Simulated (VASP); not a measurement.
A run of VASP 6.6.1:

POSCAR

```
SrPrI
1.0
    5.1872669429      0.0000000000      0.0000000000
    0.0000000000      5.1872669429      0.0000000000
    0.0000000000      0.0000000000      6.2075548082
Sr Pr I
1 1 1
Direct
    0.5000000000      0.5000000000      0.5000000000
    0.0000000000      0.0000000000      0.5000000000
    0.0000000000      0.0000000000      0.0000000000
```

INCAR.step1

```
ALGO = Normal ; EDIFF = 1E-6
ENCUT = 400 ; GGA = PE
GGA_COMPAT = False ; ISIF = 2
ISMEAR = 0 ; LASPH = True
LCHARG = True ; LMAXMIX = 6
LORBIT = 11 ; LREAL = False
LWAVE = False ; NBANDS = 21
NEDOS = 2001 ; NELM = 200
PREC = Accurate ; SIGMA = 0.1
```

KPOINTS.step1

```
k-points
0
Gamma
  10 10 8
```

Contents of INCAR.step2:

```
ALGO = Normal ; EDIFF = 1E-6
ENCUT = 400 ; GGA = PE
GGA_COMPAT = False ; ICHARG = 11
ISIF = 2 ; ISMEAR = -5
LASPH = True ; LCHARG = False
LMAXMIX = 6 ; LORBIT = 11
LREAL = False ; LWAVE = False
NBANDS = 21 ; NEDOS = 1001
NELM = 200 ; PREC = Accurate
SIGMA = 0.1
```

File KPOINTS.step2:

```
k-points
0
Gamma
  15 15 12
```

Potentials or basis: VASP PAW PBE potentials, release 64 (Sr_sv, Pr_3, I), 4f in core.

Command:

```console
$ cat potpaw_PBE.64/Sr_sv/POTCAR potpaw_PBE.64/Pr_3/POTCAR potpaw_PBE.64/I/POTCAR > POTCAR
$ cp INCAR.step1 INCAR
$ cp KPOINTS.step1 KPOINTS
$ mpirun -np 1 vasp_std > vasp.out
$ cp INCAR.step2 INCAR
$ cp KPOINTS.step2 KPOINTS
$ mpirun -np 1 vasp_std > vasp.out
```

Hardware: 1 thread of Intel(R) Xeon(R) Platinum 8488C (Sapphire Rapids) (shared host).

Problem. How long does it take, and how much memory?

Solution. Wall time 9.6 min on 1 thread of Intel(R) Xeon(R) Platinum 8488C (Sapphire Rapids), on a shared host, peak memory 0.74 GiB. Counts: k points 252.
